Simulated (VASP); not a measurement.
# Al2O3 (R-3c) in VASP: a series of runs, part 3 of 3

VASP 6.6.1. The steps go on from the part before.

## 4. Relaxation of cell and atoms, PBE

File INCAR:

```
  PREC = Accurate
  ENCUT = 600
  EDIFF = 1E-7
  ISMEAR = 0
  SIGMA = 0.02
  LREAL = False
  LASPH = True
  NELM = 100
  ALGO = Normal
  ISIF = 3
  LWAVE = False
  LCHARG = False
  GGA = PE
  IBRION = 2
  NSW = 100
  EDIFFG = -0.005
```

File KPOINTS:

```
regular mesh
0
Gamma
  6 6 6
```

File POSCAR:

```
Al2O3
1.0
    2.3785015489      1.3732285095      4.3292300000
   -2.3785015489      1.3732285095      4.3292300000
    0.0000000000     -2.7464570191      4.3292300000
Al O
4 6
Direct
    0.8521800000      0.8521800000      0.8521800000
    0.6478200000      0.6478200000      0.6478200000
    0.1478200000      0.1478200000      0.1478200000
    0.3521800000      0.3521800000      0.3521800000
    0.0562500000      0.4437500000      0.7500000000
    0.7500000000      0.0562500000      0.4437500000
    0.4437500000      0.7500000000      0.0562500000
    0.9437500000      0.5562500000      0.2500000000
    0.2500000000      0.9437500000      0.5562500000
    0.5562500000      0.2500000000      0.9437500000
```

Potentials or basis: VASP PAW PBE potentials, release 64 (Al, O).

Run with:

```bash
> cat potpaw_PBE.64/Al/POTCAR potpaw_PBE.64/O/POTCAR > POTCAR
> mpirun -np 1 vasp_std > vasp.out
```

OUTCAR:

```text
PREC = Accurate
   ENCUT = 600
   EDIFF = 1E-7
   ISMEAR = 0
   LREAL = False
   LASPH = True
   NELM = 100
   ISIF = 3
   GGA = PE
   IBRION = 2
   NSW = 100
   EDIFFG = -0.005

 ion  position               nearest neighbor table
   1  0.852  0.852  0.852-  10 1.85   9 1.85   8 1.85   7 1.97   5 1.97   6 1.97   2 2.65   3 2.79
                             3 2.79   3 2.79   2 3.22   2 3.22   2 3.22
   2  0.648  0.648  0.648-   9 1.85  10 1.85   8 1.85   6 1.97   5 1.97   7 1.97   1 2.65   4 2.79
                             4 2.79   4 2.79   1 3.22   1 3.22   1 3.22
   3  0.148  0.148  0.148-   7 1.85   6 1.85   5 1.85  10 1.97   8 1.97   9 1.97   4 2.65   1 2.79
                             1 2.79   1 2.79   4 3.22   4 3.22   4 3.22
   4  0.352  0.352  0.352-   6 1.85   7 1.85   5 1.85   9 1.97   8 1.97  10 1.97   3 2.65   2 2.79
                             2 2.79   2 2.79   3 3.22   3 3.22   3 3.22
   5  0.056  0.444  0.750-   3 1.85   4 1.85   1 1.97   2 1.97
   6  0.750  0.056  0.444-   4 1.85   3 1.85   2 1.97   1 1.97
   7  0.444  0.750  0.056-   3 1.85   4 1.85   1 1.97   2 1.97
   8  0.944  0.556  0.250-   1 1.85   2 1.85   3 1.97   4 1.97
   9  0.250  0.944  0.556-   2 1.85   1 1.85   4 1.97   3 1.97
  10  0.556  0.250  0.944-   1 1.85   2 1.85   3 1.97   4 1.97

  LATTYP: Found a trigonal (rhomboedric) cell.
 ALAT       =     5.1269151105
 COS(alpha) =     0.5695481095

  Lattice vectors:
[... 202 lines left out ...]

  FORCE on cell =-STRESS in cart. coord.  units (eV):
  Direction    XX          YY          ZZ          XY          YZ          ZX
  --------------------------------------------------------------------------------------
  -------------------------------------------------------------------------------------
  Total        4.0750565      4.0750565      3.6443245      0.0000000     -0.0000000      0.0000000
  in kB       76.9548615     76.9548615     68.8207599      0.0000000     -0.0000000      0.0000000
  external PRESSURE =      74.2434943 kB  Pullay stress =       0.0000000 kB
[... 251 lines left out ...]
--------------------------------------- Ionic step        7  -------------------------------------------

 number of electron      47.9999999 magnetization

 Free energy of the ion-electron system (eV)
  ---------------------------------------------------
  ext. energy  EPLUGINS =         0.00000000
  ---------------------------------------------------
  free energy    TOTEN  =       -74.82350562 eV

  energy without entropy =      -74.82350562  energy(sigma->0) =      -74.82350562

 E-fermi :   5.9196     XC(G=0): -11.5453

 val. band max:        5.8156834670   @ k =   0.0000   0.0000   0.0000
 cond. band min:      11.6810483285   @ k =   0.0000   0.0000   0.0000
 fundamental gap:      5.8653648614
 Fermi energy:         5.9196208556

 k-point     1 :       0.0000    0.0000    0.0000
  band No.  band energies     occupation
      1     -13.2093      2.00000
      2     -10.9827      2.00000
      3     -10.7199      2.00000
      4     -10.7199      2.00000
      5     -10.4130      2.00000
      6     -10.4130      2.00000
[... 781 lines left out ...]
     29      16.0071      0.00000
     30      16.7658      0.00000

 [... further k-points ...]
[... 5 lines left out ...]
  --------------------------------------------------------------------------------------
  -------------------------------------------------------------------------------------
  Total       -0.0433640     -0.0433640     -0.0417086      0.0000000      0.0000000      0.0000000
  in kB       -0.7942960     -0.7942960     -0.7639741      0.0000000      0.0000000      0.0000000
  external PRESSURE =      -0.7841887 kB  Pullay stress =       0.0000000 kB
[... 25 lines left out ...]
  FREE ENERGIE OF THE ION-ELECTRON SYSTEM (eV)
  ---------------------------------------------------
  free  energy   TOTEN  =       -74.8235056188 eV

  energy  without entropy=      -74.8235056188  energy(sigma->0) =      -74.82350562

 reached required accuracy - stopping structural energy minimisation
```

OSZICAR:

```text
N       E                     dE             d eps       ncg     rms          rms(c)
DAV:   1     0.286317209077E+03    0.28632E+03   -0.28277E+04  1920   0.172E+03
DAV:   2    -0.676501062857E+02   -0.35397E+03   -0.34409E+03  2512   0.338E+02
DAV:   3    -0.826893163274E+02   -0.15039E+02   -0.14997E+02  2304   0.764E+01
[... 57 lines left out ...]
DAV:   3    -0.748235074497E+02    0.21001E-05   -0.14415E-05  2226   0.234E-02    0.709E-03
DAV:   4    -0.748235060207E+02    0.14291E-05   -0.14506E-06  2244   0.858E-03    0.170E-03
DAV:   5    -0.748235058105E+02    0.21016E-06   -0.16729E-07  1404   0.258E-03    0.364E-04
DAV:   6    -0.748235056522E+02    0.15831E-06   -0.18019E-08  1176   0.947E-04    0.164E-04
DAV:   7    -0.748235056188E+02    0.33348E-07   -0.17534E-09  1104   0.300E-04
   7 F= -.74823506E+02 E0= -.74823506E+02  d E =-.114014E-04
```

CONTCAR:

```text
Al2O3
   1.00000000000000
     2.4032811007709807    1.3875349904426830    4.3717739497953820
    -2.4032811007709807    1.3875349904426830    4.3717739497953820
     0.0000000000000000   -2.7750699809873920    4.3717739497956938
  Al              O
     4     6
Direct
     0.8521581917059441    0.8521581917059441    0.8521581917059441
     0.6478418082940559    0.6478418082940559    0.6478418082940559
     0.1478418082940558    0.1478418082940558    0.1478418082940559
     0.3521581917059442    0.3521581917059442    0.3521581917059441
     0.0561712217516550    0.4438287782483450    0.7500000000000000
     0.7500000000000000    0.0561712217516550    0.4438287782483450
     0.4438287782483450    0.7500000000000000    0.0561712217516550
     0.9438287782483452    0.5561712217516548    0.2500000000000000
     0.2500000000000000    0.9438287782483451    0.5561712217516549
     0.5561712217516549    0.2500000000000000    0.9438287782483451

  0.00000000E+00  0.00000000E+00  0.00000000E+00
  0.00000000E+00  0.00000000E+00  0.00000000E+00
  0.00000000E+00  0.00000000E+00  0.00000000E+00
  0.00000000E+00  0.00000000E+00  0.00000000E+00
  0.00000000E+00  0.00000000E+00  0.00000000E+00
  0.00000000E+00  0.00000000E+00  0.00000000E+00
  0.00000000E+00  0.00000000E+00  0.00000000E+00
  0.00000000E+00  0.00000000E+00  0.00000000E+00
  0.00000000E+00  0.00000000E+00  0.00000000E+00
  0.00000000E+00  0.00000000E+00  0.00000000E+00
```

It took 5 min on 1 thread of Intel Xeon 6975P-C (Granite Rapids), shared host; peak memory 0.29 GiB.

Results:

```
Free energy                           : -74.8235 eV
Relaxed volume                        : 8.75 Å³/atom
Relaxed cell                          : a = 5.178 Å, b = 5.178 Å, c = 5.178 Å, α = 55.31°, β = 55.31°, γ = 55.31°
Space group after relaxing (to 0.1 Å) : R-3c (No. 167)
Energy gained by relaxing             : 5.9 meV/atom
Ionic steps                           : 7
Pressure after relaxing               : -0.1 GPa
Band gap on the k mesh                : 5.87 eV
```

Step by step:
```csv
step,energy change (eV),largest force (eV/Å),pressure (GPa),volume (Å³)
1,0.0000,0.0255,7.42,84.84
2,-0.0153,0.0580,-5.76,89.76
3,-0.0586,0.0217,-0.01,87.44
4,-0.0586,0.0209,0.13,87.38
5,-0.0587,0.0008,0.12,87.40
6,-0.0587,0.0007,0.12,87.40
7,-0.0587,0.0013,-0.08,87.47
```

Final structure:
```
Al O
1.0
     2.40328    1.38753    4.37177
    -2.40328    1.38753    4.37177
     0.00000   -2.77507    4.37177
Al O
4 6
Direct
  0.85216 0.85216 0.85216
  0.64784 0.64784 0.64784
  0.14784 0.14784 0.14784
  0.35216 0.35216 0.35216
  0.05617 0.44383 0.75000
  0.75000 0.05617 0.44383
  0.44383 0.75000 0.05617
  0.94383 0.55617 0.25000
  0.25000 0.94383 0.55617
  0.55617 0.25000 0.94383
```

Levels at points of the mesh, in eV from the valence-band top:
```tsv
k point	band 22	band 23	band 24	band 25	band 26	band 27
(0.00, 0.00, 0.00)	-0.03	-0.03	0.00	5.87	8.91	10.38
(0.50, 0.00, 0.00)	-0.86	-0.25	-0.25	9.15	9.15	9.36
(0.50, 0.50, 0.00)	-0.87	-0.70	-0.23	9.37	9.50	9.63
(0.50, 0.50, 0.50)	-0.35	-0.35	-0.35	8.37	8.37	10.86
```

PBE gaps usually lie below the measured ones, often by a third to a half. PBE usually gives volumes a little too large and moduli too small.

## 5. Overview

| task | cell | cutoff (eV) | smearing | gap on the mesh (eV) | pressure (GPa) |
| --- | --- | --- | --- | --- | --- |
| single point | a = 5.127 Å, angles 55.3°, 10 atoms | 520 | gaussian 0.1 eV | 6.25 | 7.8 |
| single point | a = 5.181 Å, angles 55.3°, 10 atoms | 520 | gaussian 0.02 eV | 5.85 | -0.1 |
| relaxation of cell and atoms | relaxed from a = 5.127 Å, angles 55.3°, 10 atoms | 600 | gaussian 0.02 eV | 5.87 | -0.1 |

Alike in all rows: level PBE; potentials or basis VASP PAW PBE potentials, release 64 (Al, O); no spin polarisation; k mesh 6 × 6 × 6.

Caveats: the cell stands under pressure (at least some runs).

Total energies depend on the potentials used, so only differences within one code and one set of settings carry meaning.

## 6. How close it comes

Step 3. Measured gap of Al2O3: 8.7 eV (optical; quoted in “Multi-petahertz electron interference in Cr:Al2O3 solid-state material”, 2018, pmc:5906618). This calculation gives 5.85 eV (-2.85 eV). The value is that of PBE, without temperature or zero-point motion. Semilocal functionals fall short of measured gaps as a rule.
